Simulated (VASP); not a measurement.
# Mo (P6/mmm) in VASP: notebook

Mo is run at these levels: PBE; tasks: single point.

All numbers are computed with VASP 6.6.1; they aren't measurements. Logs are shortened: lines on timing, memory, paths and dates and some standing lists are left out, and cuts for length are marked.

**1. The cell of the first run**

Symmetry: P6/mmm, No. 191, hexagonal system. The conventional cell has a = 2.888 Å, b = 2.888 Å, c = 2.293 Å, α = 90.00°, β = 90.00°, γ = 120.00°. Within 3.0 Å of Mo (site symmetry 6/mmm) lie 8 Mo at 2.29 to 2.89 Å.

**2. Single point, PBE**

INCAR reads:

```
SYSTEM = Mo
PREC = Accurate
ENCUT = 520
EDIFF = 1E-6
ISMEAR = 0
SIGMA = 0.15
LREAL = .False.
LASPH = .True.
NELM = 60
ALGO = Fast
ISIF = 2
LWAVE = .False.
LCHARG = .True.
GGA = PE
LELF = .True.
LVHAR = .True.
NBANDS = 13
```

KPOINTS reads:

```
Automatic mesh
0
Gamma
  24 24 20
  0 0 0
```

POSCAR reads:

```
Mo
1.0
    2.8877885796      0.0000000000      0.0000000000
   -1.4438942898      2.5008982707      0.0000000000
    0.0000000000      0.0000000000      2.2928073694
Mo
1
Direct
    0.0000000000      0.0000000000      0.5000000000
```

Potentials or basis: VASP PAW PBE potentials, release 64 (Mo_sv).

Launch:

```bash
cat potpaw_PBE.64/Mo_sv/POTCAR > POTCAR
mpirun -np 1 vasp_std > vasp.out
```

OUTCAR:

```text
SYSTEM = Mo
   PREC = Accurate
   ENCUT = 520
   EDIFF = 1E-6
   ISMEAR = 0
   LREAL = .False.
   LASPH = .True.
   NELM = 60
   ISIF = 2
   GGA = PE

 ion  position               nearest neighbor table
   1  0.000  0.000  0.500-

  LATTYP: Found a hexagonal cell.
 ALAT       =     2.8877885796
 C/A-ratio  =     0.7939664924

  Lattice vectors:

 A1 = (   2.8877885796,   0.0000000000,   0.0000000000)
 A2 = (  -1.4438942898,   2.5008982707,   0.0000000000)
 A3 = (   0.0000000000,   0.0000000000,   2.2928073694)

Analysis of symmetry for initial positions (statically):
=====================================================================
 Subroutine PRICEL returns:
 Original cell was already a primitive cell.

 Routine SETGRP: Setting up the symmetry group for a
 hexagonal supercell.

 Subroutine GETGRP returns: Found 24 space group operations
 (whereof 24 operations were pure point group operations)
 out of a pool of 24 trial point group operations.

The static configuration has the point symmetry D_6h.

Analysis of symmetry for dynamics (positions and initial velocities):
=====================================================================
 Subroutine PRICEL returns:
 Original cell was already a primitive cell.

 Routine SETGRP: Setting up the symmetry group for a
 hexagonal supercell.

 Subroutine GETGRP returns: Found 24 space group operations
 (whereof 24 operations were pure point group operations)
 out of a pool of 24 trial point group operations.

The dynamic configuration has the point symmetry D_6h.

 Subroutine INISYM returns: Found 24 space group operations
 (whereof 24 operations are pure point group operations),
 and found     1 'primitive' translations

----------------------------------------------------------------------------------------

                                     Primitive cell

  volume of cell :      16.5588

  direct lattice vectors                    reciprocal lattice vectors
     2.887788580  0.000000000  0.000000000     0.346285738  0.199928164  0.000000000
    -1.443894290  2.500898271  0.000000000     0.000000000  0.399856328  0.000000000
     0.000000000  0.000000000  2.292807369     0.000000000  0.000000000  0.436146540

  length of vectors
     2.887788580  2.887788580  2.292807369     0.399856328  0.399856328  0.436146540

  position of ions in fractional coordinates (direct lattice)
     0.000000000  0.000000000  0.500000000

  ion indices of the primitive-cell ions
   primitive index   ion index
                 1           1

----------------------------------------------------------------------------------------

 KPOINTS: Automatic mesh

Automatic generation of k-mesh.
 Grid dimensions read from file:
 generate k-points for:   24   24   20

 Generating k-lattice:

  Cartesian coordinates                     Fractional coordinates (reciprocal lattice)
     0.014428572  0.008330340  0.000000000     0.041666667  0.000000000  0.000000000
     0.000000000  0.016660680  0.000000000     0.000000000  0.041666667  0.000000000
     0.000000000  0.000000000  0.021807327     0.000000000  0.000000000  0.050000000

  Length of vectors
     0.016660680  0.016660680  0.021807327

  Shift w.r.t. Gamma in fractional coordinates (k-lattice)
     0.000000000  0.000000000  0.000000000

 Subroutine IBZKPT returns following result:
 ===========================================

 Found    671 irreducible k-points:

 Following reciprocal coordinates:
            Coordinates               Weight
  0.000000  0.000000  0.000000      1.000000
  0.041667 -0.000000  0.000000      6.000000
  0.083333  0.000000  0.000000      6.000000
  0.125000  0.000000  0.000000      6.000000
  0.166667 -0.000000  0.000000      6.000000
  0.208333  0.000000  0.000000      6.000000
[... 16 lines left out ...]
  0.416667  0.041667  0.000000     12.000000
  0.458333  0.041667  0.000000     12.000000
 [... further k-points ...]
   k-points           NKPTS =    671   k-points in BZ     NKDIM =    671   number of bands    NBANDS=     13
   number of dos      NEDOS =    301   number of ions     NIONS =      1
   total plane-waves  NPLWV =  10368
   dimension x,y,z NGX =    24 NGY =   24 NGZ =   18
   dimension x,y,z NGXF=    48 NGYF=   48 NGZF=   36
   ions per type =               1
   NGX,Y,Z   is equivalent  to a cutoff of  13.82, 13.82, 13.05 a.u.
   NGXF,Y,Z  is equivalent  to a cutoff of  27.63, 27.63, 26.10 a.u.
 SYSTEM =  Mo
   PREC   = accura    normal or accurate (medium, high low for compatibility)
   ISTART =      0    job   : 0-new  1-cont  2-samecut
   ICHARG =      2    charge: 1-file 2-atom 10-const
   ISPIN  =      1    spin polarized calculation?
   LNONCOLLINEAR =      F non collinear calculations
   LSORBIT =      F    spin-orbit coupling
   LASPH  =      T    aspherical Exc in radial PAW
   ENCUT  =  520.0 eV  38.22 Ry    6.18 a.u.   5.37  5.37  4.26*2*pi/ulx,y,z
   NELM   =     60;   NELMIN=  2; NELMDL= -5     # of ELM steps
   EDIFF  = 0.1E-05   stopping-criterion for ELM
   LREAL  =      F    real-space projection
   EDIFFG = 0.1E-04   stopping-criterion for IOM
   NSW    =      0    number of steps for IOM
   IBRION =     -1    ionic relax: 0-MD 1-quasi-New 2-CG
   NFREE  =      0    steps in history (QN), initial steepest desc. (CG)
   ISIF   =      2    stress and relaxation
   ISYM   =      2    0-nonsym 1-usesym 2-fastsym
   POTIM  = 0.5000    time-step for ionic-motion
   TEBEG  =    0.0;   TEEND  =   0.0 temperature during run
   PSTRESS=    0.0 pullay stress
   NELECT =      14.0000    total number of electrons
   NUPDOWN=      -1.0000    fix difference up-down
   EMIN   =  10.00;   EMAX   =-10.00  energy-range for DOS
   EFERMI =   0.00;   METHOD = LEGACY
   ISMEAR =     0;   SIGMA  =   0.15  broadening in eV -4-tet -1-fermi 0-gaus
   EFERMI_NEDOS =   21; number of points for ismear=-14 and -15
   IALGO  =     68    algorithm
   IMIX   =      4    mixing-type and parameters
     AMIX     =   0.40;   BMIX     =  1.00
     AMIX_MAG =   1.60;   BMIX_MAG =  1.00
  volume/ion in A,a.u.               =      16.56       111.74
  Fermi-wavevector in a.u.,A,eV,Ry     =   1.548013  2.925320 32.604229  2.396343
  Thomas-Fermi vector in A             =   2.653024
   LORBIT       =      0    0 simple, 1 ext, 2 COOP (PROOUT), +10 PAW based schemes
   GGA     = PE    functional components
   LHFCALC =     F    Hartree Fock is set to
   AEXX    =    0.0000 exact exchange contribution
   IVDW    =     0    specifies the selected vdW correction
   LEPSILON=     F    determine dielectric tensor
   LRPA    =     F    only Hartree local field effects (RPA)
 non-spin polarized calculation
 RMM-DIIS sequential band-by-band and
 Gauss-broadening in eV      SIGMA  =   0.15
  energy-cutoff  :      520.00
  volume of cell :       16.56
 maximum number of plane-waves:       464
 NGX is ok and might be reduce to    24

 number of electron      13.9999997 magnetization

 Free energy of the ion-electron system (eV)
  ---------------------------------------------------
  ext. energy  EPLUGINS =         0.00000000
  ---------------------------------------------------
  free energy    TOTEN  =        -9.85829534 eV

  energy without entropy =       -9.84806779  energy(sigma->0) =       -9.85318157

 E-fermi :  11.3433     XC(G=0): -12.9326

 val. band max:       11.3415333848   @ k =   0.0833   0.0833   0.2000
 cond. band min:      11.3457110481   @ k =   0.0833   0.0833   0.3500
 fundamental gap:      0.0041776633
 Fermi energy:        11.3433089768

 k-point     1 :       0.0000    0.0000    0.0000
  band No.  band energies     occupation
      1     -49.6772      2.00000
      2     -23.1629      2.00000
      3     -23.1629      2.00000
      4     -21.7471      2.00000
      5       4.8084      2.00000
      6       6.7158      2.00000
      7      10.2465      2.00000
      8      10.2465      2.00000
      9      16.5944      0.00000
     10      16.5944      0.00000
     11      23.2772      0.00000
     12      30.3467      0.00000
     13      30.3467      0.00000

 k-point     2 :       0.0417   -0.0000    0.0000
  band No.  band energies     occupation
      1     -49.6751      2.00000
      2     -23.1787      2.00000
      3     -23.1665      2.00000
      4     -21.7459      2.00000
      5       4.8726      2.00000
      6       6.7281      2.00000
      7      10.1873      2.00000
      8      10.2991      2.00000
      9      16.5579      0.00000
     10      16.5875      0.00000
     11      23.4143      0.00000
     12      30.1194      0.00000
     13      30.2247      0.00000

 k-point     3 :       0.0833    0.0000    0.0000
  band No.  band energies     occupation
      1     -49.6691      2.00000
      2     -23.2248      2.00000
      3     -23.1770      2.00000
      4     -21.7424      2.00000
      5       5.0611      2.00000
      6       6.7646      2.00000
      7      10.0230      2.00000
      8      10.4558      2.00000
      9      16.4527      0.00000
     10      16.5674      0.00000
     11      23.8060      0.00000
     12      29.5212      0.00000
     13      29.8776      0.00000
[... 305 lines left out ...]
 k-point    23 :       0.4167    0.0417    0.0000
  band No.  band energies     occupation
      1     -49.5589      2.00000
      2     -24.0071      2.00000
      3     -23.3709      2.00000
      4     -21.6779      2.00000
      5       6.7966      2.00000
      6       7.3471      2.00000
      7      11.3710      0.79419
      8      14.5512      0.00000
      9      14.8924      0.00000
     10      16.2000      0.00000
     11      20.3248      0.00000
     12      23.5820      0.00000
     13      30.5135      0.00000

 k-point    24 :       0.4583    0.0417    0.0000
  band No.  band energies     occupation
      1     -49.5548      2.00000
      2     -24.0350      2.00000
      3     -23.3780      2.00000
      4     -21.6755      2.00000
      5       6.7534      2.00000
      6       7.3747      2.00000
      7      11.7019      0.00072
      8      14.8072      0.00000
      9      14.8427      0.00000
     10      16.1869      0.00000
     11      19.8906      0.00000
     12      23.2735      0.00000
     13      30.4423      0.00000

 [... further k-points ...]
[... 5 lines left out ...]
  --------------------------------------------------------------------------------------
  -------------------------------------------------------------------------------------
  Total       -0.5626531     -0.5626531      4.6874494      0.0000000     -0.0000000      0.0000000
  in kB      -54.4405284    -54.4405284    453.5427054      0.0000000     -0.0000000      0.0000000
  external PRESSURE =     114.8872162 kB  Pullay stress =       0.0000000 kB

 VOLUME and BASIS-vectors are now :
 -----------------------------------------------------------------------------
  energy-cutoff  :      520.00
  volume of cell :       16.56
      direct lattice vectors                 reciprocal lattice vectors
     2.887788580  0.000000000  0.000000000     0.346285738  0.199928164  0.000000000
    -1.443894290  2.500898271  0.000000000     0.000000000  0.399856328  0.000000000
     0.000000000  0.000000000  2.292807369     0.000000000  0.000000000  0.436146540

 POSITION                                       TOTAL-FORCE (eV/Angst)
 -----------------------------------------------------------------------------------
      0.00000      0.00000      1.14640         0.000000      0.000000      0.000000
 -----------------------------------------------------------------------------------
    total drift:                                0.000000      0.000000      0.000000

  FREE ENERGIE OF THE ION-ELECTRON SYSTEM (eV)
  ---------------------------------------------------
  free  energy   TOTEN  =        -9.8582953370 eV

  energy  without entropy=       -9.8480677941  energy(sigma->0) =       -9.85318157
```

Run time: 45 s. Hardware: 1 thread of Intel Xeon 6975P-C (Granite Rapids), shared host; peak memory 0.24 GiB.

Results:

```
Free energy            : -9.8583 eV
Pressure               : 11.5 GPa
Band gap on the k mesh : zero (band 7 reaches 12.07 eV, above the bottom of band 8 at 10.25 eV)
```

Stress tensor (GPa, compression positive):
```
-5.44  0.00  0.00
 0.00 -5.44  0.00
 0.00  0.00 45.35
```

Levels at points of the mesh, in eV from the Fermi level:
| k point | band 4 | band 5 | band 6 | band 7 | band 8 | band 9 | band 10 | band 11 |
| --- | --- | --- | --- | --- | --- | --- | --- | --- |
| (0.00, 0.00, 0.00) | -33.09 | -6.53 | -4.63 | -1.10 | -1.10 | 5.25 | 5.25 | 11.93 |
| (0.50, 0.00, 0.00) | -33.02 | -4.65 | -3.97 | 0.53 | 3.34 | 3.48 | 4.86 | 8.54 |
| (0.00, 0.00, 0.50) | -34.05 | -2.23 | -0.96 | -0.96 | 0.58 | 0.58 | 1.55 | 14.15 |
| (0.50, 0.00, 0.50) | -34.23 | -5.53 | -1.94 | -1.91 | 4.24 | 7.08 | 7.38 | 7.65 |

**3. Single point, PBE**

This run uses another cell than the first one, of the same volume but with other edges.

INCAR reads:

```
SYSTEM = Mo
  PREC = Accurate
  ENCUT = 520
  EDIFF = 1E-6
  ISMEAR = 0
  SIGMA = 0.15
  LREAL = .False.
  LASPH = .True.
  NELM = 60
  ALGO = Fast
  ISIF = 2
  LWAVE = .False.
  LCHARG = .False.
  GGA = PE
  NBANDS = 13
```

KPOINTS reads:

```
regular mesh
0
Gamma
  24 24 20
  0 0 0
```

POSCAR reads:

```
Mo
1.0
    2.5742138411      0.0000000000      0.0000000000
   -1.2871069206      2.2293345812      0.0000000000
    0.0000000000      0.0000000000      2.8854205188
Mo
1
Direct
    0.0000000000      0.0000000000      0.5000000000
```

Potentials or basis: VASP PAW PBE potentials, release 64 (Mo_sv).

Launch:

```bash
cat potpaw_PBE.64/Mo_sv/POTCAR > POTCAR
mpirun -np 1 vasp_std > vasp.out
```

It took 56 s on 1 thread of Intel Xeon 6975P-C (Granite Rapids), shared host; peak memory 0.24 GiB.

It converged, with:

```yaml
Free_energy: -9.7004 eV
Pressure: 14.3 GPa
Band_gap_on_the_k_mesh: zero (band 7 reaches 13.13 eV, above the bottom of band 8 at 10.80 eV)
```

Stress tensor (GPa, compression positive):
```
 28.23   0.00   0.00
  0.00  28.23   0.00
  0.00   0.00 -13.55
```

Levels at points of the mesh, in eV from the Fermi level:
```
           k point  band 4  band 5  band 6  band 7  band 8  band 9  band 10  band 11
(0.00, 0.00, 0.00)  -33.93   -6.76   -4.37   -0.86   -0.86    3.88     3.88    11.58
(0.50, 0.00, 0.00)  -34.45   -5.45   -1.98   -1.31    1.99    2.78     5.77    11.84
(0.00, 0.00, 0.50)  -33.89   -4.76   -1.24   -0.57   -0.57    2.52     2.52     6.08
(0.50, 0.00, 0.50)  -34.40   -5.19   -4.81    0.96    4.79    5.80     5.86     7.53
```

**4. Single point, PBE**

This run uses another cell than the first one, of the same volume but with other edges.

INCAR reads:

```
PREC = Accurate
ENCUT = 520
EDIFF = 1E-6
ISMEAR = 0
SIGMA = 0.15
LREAL = False
LASPH = True
NELM = 80
ALGO = Fast
ISIF = 2
LWAVE = False
LCHARG = False
GGA = PE
NBANDS = 13
```

KPOINTS reads:

```
Automatic mesh
0
Gamma
  24 24 20
```

POSCAR reads:

```
Mo
1.0
    2.8126072637      0.0000000000      0.0000000000
   -1.4063036318      2.4357893412      0.0000000000
    0.0000000000      0.0000000000      2.4170195880
Mo
1
Direct
    0.0000000000      0.0000000000      0.5000000000
```

Launch:

```bash
cat potpaw_PBE.64/Mo_sv/POTCAR > POTCAR
mpirun -np 1 vasp_std > vasp.out
```

Run time: 46 s. Hardware: 1 thread of Intel Xeon 6975P-C (Granite Rapids), shared host; peak memory 0.24 GiB.

It converged, with:

```
Free energy            : -10.0297 eV
Pressure               : 4.8 GPa
Band gap on the k mesh : zero (band 7 reaches 12.22 eV, above the bottom of band 8 at 10.49 eV)
```

Stress tensor (GPa, compression positive):
```
-0.55  0.00  0.00
 0.00 -0.55  0.00
 0.00  0.00 15.54
```

Levels at points of the mesh, in eV from the Fermi level:
| k point | band 4 | band 5 | band 6 | band 7 | band 8 | band 9 | band 10 | band 11 |
| --- | --- | --- | --- | --- | --- | --- | --- | --- |
| (0.00, 0.00, 0.00) | -33.69 | -6.61 | -4.40 | -0.92 | -0.92 | 4.63 | 4.63 | 12.51 |
| (0.50, 0.00, 0.00) | -33.59 | -4.70 | -3.53 | 0.81 | 2.26 | 3.91 | 4.12 | 9.39 |
| (0.00, 0.00, 0.50) | -34.08 | -2.97 | -0.01 | -0.01 | 0.28 | 0.28 | 0.84 | 12.15 |
| (0.50, 0.00, 0.50) | -34.32 | -5.36 | -2.62 | -1.12 | 4.49 | 6.61 | 6.94 | 7.44 |

**5. Overview**

| cell | gap on the mesh (eV) | pressure (GPa) |
| --- | --- | --- |
| a = 2.888, b = 2.888, c = 2.293 Å, angles 90.0, 90.0, 120.0°, 1 atom | none | 11.5 |
| a = 2.574, b = 2.574, c = 2.885 Å, angles 90.0, 90.0, 120.0°, 1 atom | none | 14.3 |
| a = 2.813, b = 2.813, c = 2.417 Å, angles 90.0, 90.0, 120.0°, 1 atom | none | 4.8 |

Alike in all rows: task single point; level PBE; potentials or basis VASP PAW PBE potentials, release 64 (Mo_sv); no spin polarisation; k mesh 24 × 24 × 20; cutoff (eV) 520; smearing gaussian 0.15 eV.

Absolute energies hang on the potentials; compare differences alone.
